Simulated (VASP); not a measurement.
Crystal: Ir.

```xyz
1
Lattice="0.0000 1.8955 1.8955 1.8955 0.0000 1.8955 1.8955 1.8955 0.0000" Properties=species:S:1:pos:R:3 pbc="T T T"
Ir    0.0000    0.0000    0.0000
```

| Quantity | Value |
| --- | --- |
| Program | VASP 6.6.1 |
| Task | relaxation of cell and atoms |
| Functional | r2SCAN |
| Potentials or basis | VASP PAW PBE potentials, release 64 (Ir_sv_GW) |
| Cutoff | 550 eV |
| k mesh | 8 × 8 × 8 |
| Occupations | fermi-dirac, width 0.1 eV |
| Spin | no spin polarisation |

At the start: pressure 17.2 GPa; volume 13.62 Å³/atom.

Task: Where does the relaxation end?

Result: Over 4 steps the energy falls by 28.5 meV/atom and the volume is 14.18 Å³/atom (+4.1 %); space group Fm-3m (No. 225, to 0.05 Å).

The path:
```
step  energy change (eV)  largest force (eV/Å)  pressure (GPa)  volume (Å³)
   1              0.0000                0.0000           17.20        13.62
   2              0.3670                0.0000          -41.95        16.71
   3             -0.0283                0.0000           -1.19        14.22
   4             -0.0285                0.0000           -0.07        14.18
```

Final structure:
```
CELL_PARAMETERS angstrom
0.00000 1.92100 1.92100
1.92100 0.00000 1.92100
1.92100 1.92100 0.00000
ATOMIC_POSITIONS crystal
Ir 0.00000 0.00000 0.00000
```

Caveat: the PAW data sets were made with another functional, which shifts forces and pressure a little.
